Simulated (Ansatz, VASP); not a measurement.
**Mg in VASP and in Ansatz**

Contents of INCAR:

```
ALGO = Normal
EDIFF = 1E-6
ENCUT = 520
GGA = PS
ISIF = 2
ISMEAR = 0
LASPH = T
LCHARG = T
LELF = T
LREAL = F
LVHAR = T
LWAVE = F
NBANDS = 7
NELM = 100
PREC = Accurate
SIGMA = 0.1
```

Contents of KPOINTS:

```
k-points
0
Gamma
  10 10 9
```

The input POSCAR:

```
Mg
1.0
    3.0503000000      0.0000000000      0.0000000000
   -1.5251500000      2.6416370000      0.0000000000
    0.0000000000      0.0000000000      3.0448380000
Mg
1
Direct
    0.0000000000      0.0000000000      0.0000000000
```

Input for Ansatz:

```yaml
crystal:
  lattice:
    - [3.0503, 0.0, 0.0]
    - [-1.52515, 2.641637, 0.0]
    - [0.0, 0.0, 3.044838]
  atoms:
    - { symbol: Mg, position: [0.0, 0.0, 0.0] }
kpoints:
  mp_grid:
    grid: [10, 10, 9]
    shift: [0.0, 0.0, 0.0]
hamiltonian:
  xc: pbesol
  pseudopotentials:
    kind: all_electron
    lapw: {}
scf:
  occupations:
    method: gaussian
    width: 0.1
output:
  forces: true
  stress: true
  eigenvalues: true
```

Alike in both runs: task single point; functional PBEsol; k mesh 10 × 10 × 9; occupations gaussian, width 0.1 eV; no spin polarisation.

```csv
,VASP,Ansatz
version,VASP 6.6.1,Ansatz 0.2.0
potentials or method,"VASP PAW PBE potentials, release 64 (Mg), cutoff 520 eV",all-electron (LAPW or listed datasets)
```

```csv
,VASP,Ansatz,Ansatz less VASP
gap on the k mesh at the Fermi level (eV),none,none,-
pressure (GPa),0.5,0.5,+0.01
"traceless stress, the component that is largest in VASP (GPa)",-0.81,-0.81,+0.007
```

VASP's potentials were made for PBE, not for PBEsol. A gap of «none» marks a metal or a gap that the smearing closes. Ansatz ran all-electron here, and VASP with PAW potentials.
